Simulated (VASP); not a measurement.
# HgTe (I-4m2) in VASP: further runs, part 3 of 3

VASP 6.6.1. Earlier steps stand in the parts before.

## Step 5: Single point, LDA

This run uses another cell than the first one, of 27.19 Å³/atom.

INCAR reads:

```
ALGO = Normal ; EDIFF = 1E-6
ENCUT = 520 ; ISIF = 2
ISMEAR = -1 ; LASPH = T
LCHARG = T ; LELF = T
LREAL = F ; LVHAR = T
LWAVE = F ; NBANDS = 16
NELM = 100 ; PREC = Accurate
SIGMA = 0.05
```

KPOINTS reads:

```
k-points
0
Gamma
  10 10 10
```

POSCAR reads:

```
HgTe
1.0
   -2.9834303915      2.9834303915      1.5275763738
    2.9834303915     -2.9834303915      1.5275763738
    2.9834303915      2.9834303915     -1.5275763738
Hg Te
1 1
Direct
    0.7500000000      0.2500000000      0.5000000000
    0.0000000000      0.0000000000      0.0000000000
```

Potentials or basis: VASP PAW LDA potentials, release 64 (Hg, Te).

On the command line:

```
cat potpaw_LDA.64/Hg/POTCAR potpaw_LDA.64/Te/POTCAR > POTCAR
mpirun -np 1 vasp_std > vasp.out
```

OUTCAR:

```text
EDIFF = 1E-6
   ENCUT = 520
   ISIF = 2
   ISMEAR = -1
   LASPH = T
   LREAL = F
   NELM = 100
   PREC = Accurate

 ion  position               nearest neighbor table
   1  0.750  0.250  0.500-   2 3.08   2 3.08   2 3.08   2 3.08   2 3.76   2 3.76   2 3.76   2 3.76

   2  0.000  0.000  0.000-   1 3.08   1 3.08   1 3.08   1 3.08   1 3.76   1 3.76   1 3.76   1 3.76

  LATTYP: Found a body centered tetragonal cell.
 ALAT       =     5.9668607830
 C/A-ratio  =     0.5120201156

  Lattice vectors:

 A1 = (  -2.9834303915,   2.9834303915,   1.5275763738)
 A2 = (   2.9834303915,  -2.9834303915,   1.5275763738)
 A3 = (   2.9834303915,   2.9834303915,  -1.5275763738)

Analysis of symmetry for initial positions (statically):
=====================================================================
 Subroutine PRICEL returns:
 Original cell was already a primitive cell.

 Routine SETGRP: Setting up the symmetry group for a
 body centered tetragonal supercell.

 Subroutine GETGRP returns: Found  8 space group operations
 (whereof  8 operations were pure point group operations)
 out of a pool of 16 trial point group operations.

The static configuration has the point symmetry D_2d.

Analysis of symmetry for dynamics (positions and initial velocities):
=====================================================================
 Subroutine PRICEL returns:
 Original cell was already a primitive cell.

 Routine SETGRP: Setting up the symmetry group for a
 body centered tetragonal supercell.

 Subroutine GETGRP returns: Found  8 space group operations
 (whereof  8 operations were pure point group operations)
 out of a pool of 16 trial point group operations.

The dynamic configuration has the point symmetry D_2d.

 Subroutine INISYM returns: Found  8 space group operations
[... 106 lines left out ...]
   TEBEG  =    0.0;   TEEND  =   0.0 temperature during run
   PSTRESS=    0.0 pullay stress
   NELECT =      18.0000    total number of electrons
   NUPDOWN=      -1.0000    fix difference up-down
   EMIN   =  10.00;   EMAX   =-10.00  energy-range for DOS
   EFERMI =   0.00;   METHOD = LEGACY
   ISMEAR =    -1;   SIGMA  =   0.05  broadening in eV -4-tet -1-fermi 0-gaus
   EFERMI_NEDOS =   21; number of points for ismear=-14 and -15
   IALGO  =     38    algorithm
   IMIX   =      4    mixing-type and parameters
     AMIX     =   0.40;   BMIX     =  1.00
     AMIX_MAG =   1.60;   BMIX_MAG =  1.00
  volume/ion in A,a.u.               =      27.19       183.51
  Fermi-wavevector in a.u.,A,eV,Ry     =   1.132402  2.139930 17.447227  1.282335
  Thomas-Fermi vector in A             =   2.269103
   LORBIT       =      0    0 simple, 1 ext, 2 COOP (PROOUT), +10 PAW based schemes
   GGA     = CA    functional components
   LHFCALC =     F    Hartree Fock is set to
   AEXX    =    0.0000 exact exchange contribution
   IVDW    =     0    specifies the selected vdW correction
   LEPSILON=     F    determine dielectric tensor
   LRPA    =     F    only Hartree local field effects (RPA)
 non-spin polarized calculation
  energy-cutoff  :      520.00
  volume of cell :       54.39
 maximum number of plane-waves:      1489
 NGX is ok and might be reduce to    36
   NGX = 17   NGY = 17   NGZ = 17

 number of electron      17.9999998 magnetization

 Free energy of the ion-electron system (eV)
  ---------------------------------------------------
  ext. energy  EPLUGINS =         0.00000000
  ---------------------------------------------------
  free energy    TOTEN  =        -4.75836520 eV

  energy without entropy =       -4.74769282  energy(sigma->0) =       -4.75302901

 E-fermi :   4.9097     XC(G=0): -10.3818

 val. band max:        4.9096422911   @ k =  -0.2000  -0.3000   0.2000
 cond. band min:       4.9110630509   @ k =   0.2000   0.1000   0.0000
 fundamental gap:      0.0014207598
 Fermi energy:         4.9097136518

 k-point     1 :       0.0000    0.0000    0.0000
  band No.  band energies     occupation
      1      -7.9448      2.00000
      2      -2.8208      2.00000
      3      -2.0345      2.00000
      4      -1.9352      2.00000
      5      -1.4294      2.00000
      6      -1.4294      2.00000
[... 433 lines left out ...]
      3      -2.0833      2.00000
      4      -1.8392      2.00000
      5      -1.7440      2.00000
      6      -1.7226      2.00000
[... 8 lines left out ...]
     15      15.0026      0.00000
     16      16.1557      0.00000

 [... further k-points ...]
[... 5 lines left out ...]
  --------------------------------------------------------------------------------------
  -------------------------------------------------------------------------------------
  Total       -1.3245977     -1.3245977      0.4538728      0.0000000      0.0000000      0.0000000
  in kB      -39.0211305    -39.0211305     13.3705714      0.0000000      0.0000000      0.0000000
  external PRESSURE =     -21.5572299 kB  Pullay stress =       0.0000000 kB

 VOLUME and BASIS-vectors are now :
 -----------------------------------------------------------------------------
  energy-cutoff  :      520.00
  volume of cell :       54.39
      direct lattice vectors                 reciprocal lattice vectors
    -2.983430391  2.983430391  1.527576374     0.000000000  0.167592313  0.327315877
     2.983430391 -2.983430391  1.527576374     0.167592313  0.000000000  0.327315877
     2.983430391  2.983430391 -1.527576374     0.167592313  0.167592313  0.000000000

 POSITION                                       TOTAL-FORCE (eV/Angst)
 -----------------------------------------------------------------------------------
      0.00000      2.98343      0.76379        -0.000000      0.000000      0.000000
      0.00000      0.00000      0.00000         0.000000     -0.000000     -0.000000
 -----------------------------------------------------------------------------------
    total drift:                               -0.000000      0.000000     -0.000000

  FREE ENERGIE OF THE ION-ELECTRON SYSTEM (eV)
  ---------------------------------------------------
  free  energy   TOTEN  =        -4.7583652016 eV

  energy  without entropy=       -4.7476928191  energy(sigma->0) =       -4.75302901
```

stdout:

```text
POSCAR found type information on POSCAR HgTe
 POSCAR found :  2 types and       2 ions
 scaLAPACK will be used
 LDA part: xc-table for (Slater(with rela. corr.)+CA(PZ))
 , standard interpolation
 POSCAR, INCAR and KPOINTS ok, starting setup
 FFT: planning ... GRIDC
 FFT: planning ... GRID_SOFT
 FFT: planning ... GRID
 WAVECAR not read
 entering main loop
```

Run time: 1.8 min. Hardware: 1 thread of Intel Xeon 8259CL, shared host; peak memory 0.24 GiB.

What came out:

```yaml
Free_energy: -4.7584 eV
Pressure: -2.2 GPa
Band_gap_on_the_k_mesh: zero (bands 9 and 10 overlap by 3.72 eV)
```

Stress tensor (GPa, compression positive):
```
-3.90  0.00  0.00
 0.00 -3.90  0.00
 0.00  0.00  1.34
```

Levels at points of the mesh, in eV from the Fermi level:
| k point | band 7 | band 8 | band 9 | band 10 | band 11 | band 12 |
| --- | --- | --- | --- | --- | --- | --- |
| (0.00, 0.00, 0.00) | -3.52 | -2.62 | -2.62 | 3.79 | 4.56 | 7.03 |
| (0.50, 0.00, 0.00) | -4.72 | -1.99 | -1.16 | -0.25 | 3.32 | 3.71 |
| (0.50, 0.50, 0.00) | -6.28 | -0.86 | 1.68 | 1.84 | 2.87 | 3.57 |
| (0.50, 0.50, 0.50) | -4.68 | -4.68 | -4.65 | 3.40 | 7.41 | 8.36 |

Caveat: spin-orbit coupling is left out, which moves the levels of the heavy elements.

## Step 6: Single point, LDA

This run uses another cell than the first one, of 27.77 Å³/atom.

INCAR reads:

```
SYSTEM = HgTe
  ALGO = Normal
  EDIFF = 1E-6
  ENCUT = 520
  GGA = CA
  ISIF = 2
  ISMEAR = -1
  LASPH = .True.
  LCHARG = .True.
  LELF = .True.
  LREAL = .False.
  LVHAR = .True.
  LWAVE = .False.
  NBANDS = 16
  NELM = 60
  PREC = Accurate
  SIGMA = 0.05
```

KPOINTS reads:

```
k-points
0
Gamma
  10 10 10
  0 0 0
```

POSCAR reads:

```
HgTe
1.0
   -3.0044411569      3.0044411569      1.5383343083
    3.0044411569     -3.0044411569      1.5383343083
    3.0044411569      3.0044411569     -1.5383343083
Hg Te
1 1
Direct
    0.7500000000      0.2500000000      0.5000000000
    0.0000000000      0.0000000000      0.0000000000
```

Potentials or basis: VASP PAW LDA potentials, release 64 (Hg, Te).

On the command line:

```
cat potpaw_LDA.64/Hg/POTCAR potpaw_LDA.64/Te/POTCAR > POTCAR
mpirun -np 1 vasp_std > vasp.out
```

Wall time 2.1 min (1 thread of Intel Xeon 8259CL, shared host); peak memory 0.24 GiB.

The run converged. Its results:

| Quantity | Value |
| --- | --- |
| Free energy | -4.7396 eV |
| Pressure | -3.1 GPa |
| Band gap on the k mesh | zero (bands 9 and 10 overlap by 3.60 eV) |

Stress tensor (GPa, compression positive):
```
-4.72  0.00  0.00
 0.00 -4.72  0.00
 0.00  0.00  0.09
```

Levels at points of the mesh, in eV from the Fermi level:
```csv
k point,band 5,band 6,band 7,band 8,band 9,band 10,band 11,band 12,band 13,band 14
"(0.00, 0.00, 0.00)",-6.28,-6.28,-3.51,-2.53,-2.53,3.69,4.59,6.97,6.97,9.23
"(0.50, 0.00, 0.00)",-6.53,-6.31,-4.63,-1.96,-1.11,-0.21,3.27,3.76,5.94,8.19
"(0.50, 0.50, 0.00)",-6.25,-6.22,-6.22,-0.85,1.62,1.88,2.88,3.52,8.94,10.47
"(0.50, 0.50, 0.50)",-6.25,-6.20,-4.56,-4.53,-4.53,3.32,7.39,8.23,8.23,11.88
```

Caveat: the cell stands under tension; spin-orbit coupling is left out, which moves the levels of the heavy elements.

## Step 7: Overview

| level | potentials or basis | cell | gap on the mesh (eV) | pressure (GPa) |
| --- | --- | --- | --- | --- |
| r2SCAN | VASP PAW PBE potentials, release 64 (Hg, Te) | a = 4.611 Å, angles 96.7, 96.7, 140.2°, 2 atoms | none | -1.8 |
| r2SCAN | VASP PAW PBE potentials, release 64 (Hg, Te) | a = 4.641 Å, angles 96.7, 96.7, 140.2°, 2 atoms | none | -2.5 |
| r2SCAN | VASP PAW PBE potentials, release 64 (Hg, Te) | a = 4.671 Å, angles 96.7, 96.7, 140.2°, 2 atoms | none | -3.1 |
| LDA | VASP PAW LDA potentials, release 64 (Hg, Te) | a = 4.487 Å, angles 96.7, 96.7, 140.2°, 2 atoms | none | -2.2 |
| LDA | VASP PAW LDA potentials, release 64 (Hg, Te) | a = 4.519 Å, angles 96.7, 96.7, 140.2°, 2 atoms | none | -3.1 |

Alike in all rows: task single point; no spin polarisation; k mesh 10 × 10 × 10; cutoff (eV) 520; smearing fermi-dirac 0.05 eV.

Caveats: spin-orbit coupling is left out, which moves the levels of the heavy elements; the PAW data sets were made with another functional, which shifts forces and pressure a little (at least some runs); the cell stands under tension (at least some runs).

Total energies depend on the potentials used, so only differences within one code and one set of settings carry meaning.
